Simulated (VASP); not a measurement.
A run of VASP 6.6.1 is set up as follows.

File INCAR:

```
  PREC = Accurate
  ENCUT = 520
  EDIFF = 1E-7
  ISMEAR = 0
  SIGMA = 0.01
  LREAL = F
  LASPH = T
  NELM = 100
  ALGO = Normal
  ISIF = 2
  LWAVE = F
  LCHARG = F
  GGA = PE
  NBANDS = 16
```

The input KPOINTS:

```
Automatic mesh
0
Gamma
  12 12 4
```

The input POSCAR:

```
SiC
1.0
    3.0501500384      0.0000000000      0.0000000000
   -1.5250750192      2.6415033113      0.0000000000
    0.0000000000      0.0000000000      5.0055778263
Si C
2 2
Direct
    0.3333333333      0.6666666667      0.0000000000
    0.6666666667      0.3333333333      0.5000000000
    0.3333333333      0.6666666667      0.3850000000
    0.6666666667      0.3333333333      0.8850000000
```

Potentials or basis: VASP PAW PBE potentials, release 64 (Si, C).

The run is started by

```console
$ cat potpaw_PBE.64/Si/POTCAR potpaw_PBE.64/C/POTCAR > POTCAR
$ mpirun -np 1 vasp_std > vasp.out
```

Problem. Estimate the band gap on the k mesh.

Solution. 2.28 eV, indirect (least direct gap 4.13 eV).

Problem. What does it give for the pressure?

Solution. 9.7 GPa.

Problem. What does it give for the largest force?

Solution. 0.792 eV/Å.

Stress tensor (GPa, compression positive):
```
11.65  0.00  0.00
 0.00 11.65  0.00
 0.00  0.00  5.70
```

A k mesh can miss the band edges.
